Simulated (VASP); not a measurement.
# CaF2 (Fm-3m) in VASP: a series of runs

Runs on CaF2. Level: r2SCAN. Tasks: single point.

Program: VASP 6.6.1. These are calculated values, not measurements. Logs are shortened: lines on timing, memory, paths and dates and some standing lists are left out, and cuts for length are marked.

**1. The cell of the first run**

Symmetry: Fm-3m, No. 225, cubic system. Conventional cell: a = 5.384 Å, b = 5.384 Å, c = 5.384 Å, α = 90.00°, β = 90.00°, γ = 90.00°. Ca (site symmetry m-3m) has 8 F at 2.33 Å within 3.1 Å. Within 3.1 Å of F (site symmetry -43m) lie 4 Ca at 2.33 Å and 6 F at 2.69 Å.

**2. Single point, r2SCAN (13.01 Å³/atom)**

POSCAR

```
CaF2
1.0
    0.0000000000      2.6921204582      2.6921204582
    2.6921204582      0.0000000000      2.6921204582
    2.6921204582      2.6921204582      0.0000000000
Ca F
1 2
Direct
    0.0000000000      0.0000000000      0.0000000000
    0.2500000000      0.2500000000      0.2500000000
    0.7500000000      0.7500000000      0.7500000000
```

INCAR.step1

```
PREC = Accurate
ENCUT = 660
ISMEAR = 0
SIGMA = 0.01
LREAL = F
LASPH = T
NELM = 120
NBANDS = 19
GGA = PE
ALGO = Normal
EDIFF = 1E-5
LWAVE = T
LCHARG = F
GGA_COMPAT = F
```

INCAR.step2

```
PREC = Accurate
ENCUT = 660
EDIFF = 1E-6
ISMEAR = 0
SIGMA = 0.01
LREAL = F
LASPH = T
NELM = 120
ALGO = Normal
ISIF = 2
LWAVE = F
LCHARG = F
METAGGA = R2SCAN
LMIXTAU = T
NBANDS = 19
ISTART = 1
GGA_COMPAT = F
```

KPOINTS

```
Automatic mesh
0
Gamma
  6 6 6
```

Potentials or basis: VASP PAW PBE potentials, release 64 (Ca_sv, F).

On the command line:

```bash
$ cat potpaw_PBE.64/Ca_sv/POTCAR potpaw_PBE.64/F/POTCAR > POTCAR
$ cp INCAR.step1 INCAR
$ mpirun -np 1 vasp_std > vasp.out
$ cp INCAR.step2 INCAR
$ mpirun -np 1 vasp_std > vasp.out
```

OUTCAR:

```text
PREC = Accurate
   ENCUT = 660
   EDIFF = 1E-6
   ISMEAR = 0
   LREAL = F
   LASPH = T
   NELM = 120
   ISIF = 2
   METAGGA = R2SCAN
   ISTART = 1

 ion  position               nearest neighbor table
   1  0.000  0.000  0.000-   3 2.33   3 2.33   3 2.33   2 2.33   3 2.33   2 2.33   2 2.33   2 2.33

   2  0.250  0.250  0.250-   1 2.33   1 2.33   1 2.33   1 2.33
   3  0.750  0.750  0.750-   1 2.33   1 2.33   1 2.33   1 2.33

  LATTYP: Found a face centered cubic cell.
 ALAT       =     5.3842409164

  Lattice vectors:

 A1 = (   0.0000000000,   2.6921204582,   2.6921204582)
 A2 = (   2.6921204582,   0.0000000000,   2.6921204582)
 A3 = (   2.6921204582,   2.6921204582,   0.0000000000)

Analysis of symmetry for initial positions (statically):
=====================================================================
 Subroutine PRICEL returns:
 Original cell was already a primitive cell.

 Routine SETGRP: Setting up the symmetry group for a
 face centered cubic supercell.

 Subroutine GETGRP returns: Found 48 space group operations
 (whereof 48 operations were pure point group operations)
 out of a pool of 48 trial point group operations.

The static configuration has the point symmetry O_h .

Analysis of symmetry for dynamics (positions and initial velocities):
=====================================================================
 Subroutine PRICEL returns:
 Original cell was already a primitive cell.

 Routine SETGRP: Setting up the symmetry group for a
 face centered cubic supercell.

 Subroutine GETGRP returns: Found 48 space group operations
 (whereof 48 operations were pure point group operations)
 out of a pool of 48 trial point group operations.

The dynamic configuration has the point symmetry O_h .

 Subroutine INISYM returns: Found 48 space group operations
 (whereof 48 operations are pure point group operations),
 and found     1 'primitive' translations

----------------------------------------------------------------------------------------

                                     Primitive cell

  volume of cell :      39.0224

  direct lattice vectors                    reciprocal lattice vectors
     0.000000000  2.692120458  2.692120458    -0.185727202  0.185727202  0.185727202
     2.692120458  0.000000000  2.692120458     0.185727202 -0.185727202  0.185727202
     2.692120458  2.692120458  0.000000000     0.185727202  0.185727202 -0.185727202

  length of vectors
     3.807233264  3.807233264  3.807233264     0.321688950  0.321688950  0.321688950

  position of ions in fractional coordinates (direct lattice)
     0.000000000  0.000000000  0.000000000
     0.250000000  0.250000000  0.250000000
     0.750000000  0.750000000  0.750000000

  ion indices of the primitive-cell ions
   primitive index   ion index
                 1           1
                 2           2
                 3           3

----------------------------------------------------------------------------------------

 KPOINTS: Automatic mesh

Automatic generation of k-mesh.
 Grid dimensions read from file:
 generate k-points for:    6    6    6

 Generating k-lattice:

  Cartesian coordinates                     Fractional coordinates (reciprocal lattice)
    -0.030954534  0.030954534  0.030954534     0.166666667  0.000000000  0.000000000
     0.030954534 -0.030954534  0.030954534     0.000000000  0.166666667  0.000000000
     0.030954534  0.030954534 -0.030954534     0.000000000  0.000000000  0.166666667

  Length of vectors
     0.053614825  0.053614825  0.053614825

  Shift w.r.t. Gamma in fractional coordinates (k-lattice)
     0.000000000  0.000000000  0.000000000

 Subroutine IBZKPT returns following result:
 ===========================================

 Found     16 irreducible k-points:

 Following reciprocal coordinates:
            Coordinates               Weight
  0.000000  0.000000  0.000000      1.000000
  0.166667  0.000000  0.000000      8.000000
  0.333333  0.000000  0.000000      8.000000
  0.500000  0.000000  0.000000      4.000000
  0.166667  0.166667  0.000000      6.000000
  0.333333  0.166667  0.000000     24.000000
[... 8 lines left out ...]
 -0.333333  0.333333  0.166667     24.000000
 -0.333333  0.500000  0.166667     12.000000
   k-points           NKPTS =     16   k-points in BZ     NKDIM =     16   number of bands    NBANDS=     19
   number of dos      NEDOS =    301   number of ions     NIONS =      3
   total plane-waves  NPLWV =  32768
   dimension x,y,z NGX =    32 NGY =   32 NGZ =   32
   dimension x,y,z NGXF=    64 NGYF=   64 NGZF=   64
   ions per type =               1   2
   NGX,Y,Z   is equivalent  to a cutoff of  13.97, 13.97, 13.97 a.u.
   NGXF,Y,Z  is equivalent  to a cutoff of  27.95, 27.95, 27.95 a.u.
 SYSTEM =  unknown system
   PREC   = accura    normal or accurate (medium, high low for compatibility)
   ISTART =      1    job   : 0-new  1-cont  2-samecut
   ICHARG =      0    charge: 1-file 2-atom 10-const
   ISPIN  =      1    spin polarized calculation?
   LNONCOLLINEAR =      F non collinear calculations
   LSORBIT =      F    spin-orbit coupling
   LASPH  =      T    aspherical Exc in radial PAW
   ENCUT  =  660.0 eV  48.51 Ry    6.96 a.u.   7.98  7.98  7.98*2*pi/ulx,y,z
   NELM   =    120;   NELMIN=  2; NELMDL=  0     # of ELM steps
   EDIFF  = 0.1E-05   stopping-criterion for ELM
   LREAL  =      F    real-space projection
   EDIFFG = 0.1E-04   stopping-criterion for IOM
   NSW    =      0    number of steps for IOM
   IBRION =     -1    ionic relax: 0-MD 1-quasi-New 2-CG
   NFREE  =      0    steps in history (QN), initial steepest desc. (CG)
   ISIF   =      2    stress and relaxation
   ISYM   =      2    0-nonsym 1-usesym 2-fastsym
   POTIM  = 0.5000    time-step for ionic-motion
   TEBEG  =    0.0;   TEEND  =   0.0 temperature during run
   PSTRESS=    0.0 pullay stress
   NELECT =      24.0000    total number of electrons
   NUPDOWN=      -1.0000    fix difference up-down
   EMIN   =  10.00;   EMAX   =-10.00  energy-range for DOS
   EFERMI =   0.00;   METHOD = LEGACY
   ISMEAR =     0;   SIGMA  =   0.01  broadening in eV -4-tet -1-fermi 0-gaus
   EFERMI_NEDOS =   21; number of points for ismear=-14 and -15
   IALGO  =     38    algorithm
   IMIX   =      4    mixing-type and parameters
     AMIX     =   0.40;   BMIX     =  1.00
     AMIX_MAG =   1.60;   BMIX_MAG =  1.00
  volume/ion in A,a.u.               =      13.01        87.78
  Fermi-wavevector in a.u.,A,eV,Ry     =   1.392219  2.630912 26.371799  1.938273
  Thomas-Fermi vector in A             =   2.515982
   LORBIT       =      0    0 simple, 1 ext, 2 COOP (PROOUT), +10 PAW based schemes
   METAGGA = R2SCAN    functional components
   LHFCALC =     F    Hartree Fock is set to
   AEXX    =    0.0000 exact exchange contribution
   IVDW    =     0    specifies the selected vdW correction
   LEPSILON=     F    determine dielectric tensor
   LRPA    =     F    only Hartree local field effects (RPA)
 non-spin polarized calculation
 Gauss-broadening in eV      SIGMA  =   0.01
  energy-cutoff  :      660.00
  volume of cell :       39.02
 maximum number of plane-waves:      1524
   NGX = 15   NGY = 15   NGZ = 15

 number of electron      23.9999992 magnetization

 Free energy of the ion-electron system (eV)
  ---------------------------------------------------
  ext. energy  EPLUGINS =         0.00000000
  ---------------------------------------------------
  free energy    TOTEN  =       -25.94075363 eV

  energy without entropy =      -25.94075363  energy(sigma->0) =      -25.94075363

 E-fermi :  -1.1584     XC(G=0): -10.4771

 val. band max:       -1.3145028372   @ k =   0.5000   0.5000   0.0000
 cond. band min:       6.8952905226   @ k =   0.0000   0.0000   0.0000
 fundamental gap:      8.2097933598
 Fermi energy:        -1.1583509848

 k-point     1 :       0.0000    0.0000    0.0000
  band No.  band energies     occupation
      1     -38.3502      2.00000
      2     -22.4839      2.00000
      3     -21.6697      2.00000
      4     -18.4127      2.00000
      5     -18.4127      2.00000
      6     -18.4127      2.00000
[... 11 lines left out ...]
     18      11.1965      0.00000
     19      16.8921      0.00000

 k-point     2 :       0.1667    0.0000    0.0000
  band No.  band energies     occupation
      1     -38.3395      2.00000
      2     -22.5340      2.00000
      3     -21.7457      2.00000
      4     -18.4253      2.00000
      5     -18.4253      2.00000
      6     -18.3090      2.00000
[... 11 lines left out ...]
     18      11.1178      0.00000
     19      15.7490      0.00000

 k-point     3 :       0.3333    0.0000    0.0000
  band No.  band energies     occupation
      1     -38.3179      2.00000
      2     -22.5741      2.00000
      3     -21.9661      2.00000
      4     -18.4505      2.00000
      5     -18.4505      2.00000
      6     -18.0842      2.00000
[... 11 lines left out ...]
     18      10.9628      0.00000
     19      14.2945      0.00000

 k-point     4 :       0.5000    0.0000    0.0000
  band No.  band energies     occupation
      1     -38.3070      2.00000
      2     -22.5474      2.00000
      3     -22.1249      2.00000
      4     -18.4630      2.00000
      5     -18.4630      2.00000
      6     -17.9654      2.00000
[... 231 lines left out ...]
     18      11.8498      0.00000
     19      15.4151      0.00000

 k-point    15 :      -0.3333    0.3333    0.1667
  band No.  band energies     occupation
      1     -38.2964      2.00000
      2     -22.4526      2.00000
      3     -22.3501      2.00000
      4     -18.5148      2.00000
      5     -18.1980      2.00000
      6     -18.0838      2.00000
[... 11 lines left out ...]
     18      12.9741      0.00000
     19      14.9211      0.00000

 k-point    16 :      -0.3333    0.5000    0.1667
  band No.  band energies     occupation
      1     -38.2928      2.00000
      2     -22.5992      2.00000
      3     -22.2211      2.00000
      4     -18.5405      2.00000
      5     -18.3137      2.00000
      6     -17.9363      2.00000
[... 11 lines left out ...]
     18      14.2157      0.00000
     19      14.7716      0.00000

------------------------ aborting loop because EDIFF is reached ----------------------------------------

  FORCE on cell =-STRESS in cart. coord.  units (eV):
  Direction    XX          YY          ZZ          XY          YZ          ZX
  --------------------------------------------------------------------------------------
  -------------------------------------------------------------------------------------
  Total        0.8386922      0.8386922      0.8386922      0.0000000      0.0000000     -0.0000000
  in kB       34.4349719     34.4349719     34.4349719      0.0000000      0.0000000     -0.0000000
  external PRESSURE =      34.4349719 kB  Pullay stress =       0.0000000 kB

 VOLUME and BASIS-vectors are now :
 -----------------------------------------------------------------------------
  energy-cutoff  :      660.00
  volume of cell :       39.02
      direct lattice vectors                 reciprocal lattice vectors
     0.000000000  2.692120458  2.692120458    -0.185727202  0.185727202  0.185727202
     2.692120458  0.000000000  2.692120458     0.185727202 -0.185727202  0.185727202
     2.692120458  2.692120458  0.000000000     0.185727202  0.185727202 -0.185727202

 POSITION                                       TOTAL-FORCE (eV/Angst)
 -----------------------------------------------------------------------------------
      0.00000      0.00000      0.00000         0.000000      0.000000     -0.000000
      1.34606      1.34606      1.34606         0.000000      0.000000      0.000000
      4.03818      4.03818      4.03818        -0.000000     -0.000000     -0.000000
 -----------------------------------------------------------------------------------
    total drift:                                0.000000     -0.000000      0.000000

  FREE ENERGIE OF THE ION-ELECTRON SYSTEM (eV)
  ---------------------------------------------------
  free  energy   TOTEN  =       -25.9407536347 eV

  energy  without entropy=      -25.9407536347  energy(sigma->0) =      -25.94075363
```

It took 80 s on 1 thread of Intel Xeon 8259CL, shared host; peak memory 0.19 GiB.

What came out:

```
Free energy            : -25.9408 eV
Pressure               : 3.4 GPa
Band gap on the k mesh : 8.21 eV (least direct gap 8.47 eV)
```

Levels at points of the mesh, in eV from the valence-band top:
```tsv
k point	band 9	band 10	band 11	band 12	band 13	band 14	band 15	band 16
(0.00, 0.00, 0.00)	-2.24	-0.26	-0.26	-0.26	8.21	10.18	10.18	12.51
(0.50, 0.00, 0.00)	-1.32	-1.29	-0.86	-0.86	10.39	10.39	10.95	11.45
(0.50, 0.50, 0.00)	-1.71	-0.38	-0.38	0.00	8.88	10.70	11.17	12.09
```

Caveat: the cell stands under pressure; the PAW data sets were made with another functional, which shifts forces and pressure a little. A k mesh can miss the band edges.

**3. Single point, r2SCAN**

This run uses another cell than the first one, of 13.41 Å³/atom.

POSCAR

```
CaF2
1.0
    0.0000000000      2.7195929726      2.7195929726
    2.7195929726      0.0000000000      2.7195929726
    2.7195929726      2.7195929726      0.0000000000
Ca F
1 2
Direct
    0.0000000000      0.0000000000      0.0000000000
    0.2500000000      0.2500000000      0.2500000000
    0.7500000000      0.7500000000      0.7500000000
```

INCAR.step1

```
SYSTEM = CaF2
  PREC = Accurate
  ENCUT = 660
  ISMEAR = 0
  SIGMA = 0.01
  LREAL = .FALSE.
  LASPH = .TRUE.
  NELM = 120
  NBANDS = 19
  GGA = PE
  ALGO = Normal
  EDIFF = 1E-5
  LWAVE = .TRUE.
  LCHARG = .FALSE.
  GGA_COMPAT = .FALSE.
```

INCAR.step2

```
SYSTEM = CaF2
  PREC = Accurate
  ENCUT = 660
  EDIFF = 1E-6
  ISMEAR = 0
  SIGMA = 0.01
  LREAL = .FALSE.
  LASPH = .TRUE.
  NELM = 120
  ALGO = Normal
  ISIF = 2
  LWAVE = .FALSE.
  LCHARG = .TRUE.
  METAGGA = R2SCAN
  LMIXTAU = .TRUE.
  LELF = .TRUE.
  LVHAR = .TRUE.
  NBANDS = 19
  ISTART = 1
  GGA_COMPAT = .FALSE.
```

KPOINTS

```
Automatic mesh
0
G
  6 6 6
  0 0 0
```

Potentials or basis: VASP PAW PBE potentials, release 64 (Ca_sv, F).

On the command line:

```bash
$ cat potpaw_PBE.64/Ca_sv/POTCAR potpaw_PBE.64/F/POTCAR > POTCAR
$ cp INCAR.step1 INCAR
$ mpirun -np 1 vasp_std > vasp.out
$ cp INCAR.step2 INCAR
$ mpirun -np 1 vasp_std > vasp.out
```

Wall time 88 s (1 thread of Intel Xeon 8259CL, shared host); peak memory 0.19 GiB.

Results (log left out):

- Free energy: -25.9587 eV
- Pressure: 0.4 GPa
- Band gap on the k mesh: 8.03 eV (least direct gap 8.29 eV)

Levels at points of the mesh, in eV from the valence-band top:
```tsv
k point	band 10	band 11	band 12	band 13	band 14	band 15
(0.00, 0.00, 0.00)	-0.26	-0.26	-0.26	8.03	10.06	10.06
(0.50, 0.00, 0.00)	-1.26	-0.84	-0.84	10.26	10.26	10.75
(0.50, 0.50, 0.00)	-0.36	-0.36	0.00	8.79	10.52	11.00
```

Caveat: the PAW data sets were made with another functional, which shifts forces and pressure a little.

**4. Single point, r2SCAN (13.81 Å³/atom)**

This run uses another cell than the first one, of 13.81 Å³/atom.

POSCAR

```
CaF2
1.0
    0.0000000000      2.7465213870      2.7465213870
    2.7465213870      0.0000000000      2.7465213870
    2.7465213870      2.7465213870      0.0000000000
Ca F
1 2
Direct
    0.0000000000      0.0000000000      0.0000000000
    0.2500000000      0.2500000000      0.2500000000
    0.7500000000      0.7500000000      0.7500000000
```

INCAR.step1

```
ALGO = Normal ; EDIFF = 1E-5
ENCUT = 660 ; GGA = PE
GGA_COMPAT = False ; ISMEAR = 0
LASPH = True ; LCHARG = False
LREAL = False ; LWAVE = True
NBANDS = 19 ; NELM = 120
PREC = Accurate ; SIGMA = 0.01
```

INCAR.step2

```
ALGO = Normal ; EDIFF = 1E-6
ENCUT = 660 ; GGA_COMPAT = False
ISIF = 2 ; ISMEAR = 0
ISTART = 1 ; LASPH = True
LCHARG = False ; LMIXTAU = True
LREAL = False ; LWAVE = False
METAGGA = R2SCAN ; NBANDS = 19
NELM = 120 ; PREC = Accurate
SIGMA = 0.01
```

KPOINTS

```
k-points
0
Gamma
  6 6 6
```

On the command line:

```bash
$ cat potpaw_PBE.64/Ca_sv/POTCAR potpaw_PBE.64/F/POTCAR > POTCAR
$ cp INCAR.step1 INCAR
$ mpirun -np 1 vasp_std > vasp.out
$ cp INCAR.step2 INCAR
$ mpirun -np 1 vasp_std > vasp.out
```

Wall time 1.9 min (1 thread of Intel Xeon 8259CL, shared host); peak memory 0.22 GiB.

Results (log left out):

* Free energy: -25.9557 eV
* Pressure: -2.2 GPa
* Band gap on the k mesh: 7.85 eV (least direct gap 8.11 eV)

Levels at points of the mesh, in eV from the valence-band top:
```tsv
k point	band 10	band 11	band 12	band 13	band 14	band 15
(0.00, 0.00, 0.00)	-0.25	-0.25	-0.25	7.85	9.94	9.94
(0.50, 0.00, 0.00)	-1.22	-0.82	-0.82	10.12	10.12	10.55
(0.50, 0.50, 0.00)	-0.34	-0.34	0.00	8.71	10.34	10.84
```

Caveat: the PAW data sets were made with another functional, which shifts forces and pressure a little.

**5. Summary**

```tsv
cell	gap on the mesh (eV)	pressure (GPa)
a = 3.807 Å, angles 60.0°, 3 atoms	8.21	3.4
a = 3.846 Å, angles 60.0°, 3 atoms	8.03	0.4
a = 3.884 Å, angles 60.0°, 3 atoms	7.85	-2.2
```

Alike in all rows: task single point; level r2SCAN; potentials or basis VASP PAW PBE potentials, release 64 (Ca_sv, F); no spin polarisation; k mesh 6 × 6 × 6; cutoff (eV) 660; smearing gaussian 0.01 eV.

Caveats: the PAW data sets were made with another functional, which shifts forces and pressure a little; the cell stands under pressure (at least some runs).

Total energies depend on the potentials used, so only differences within one code and one set of settings carry meaning.
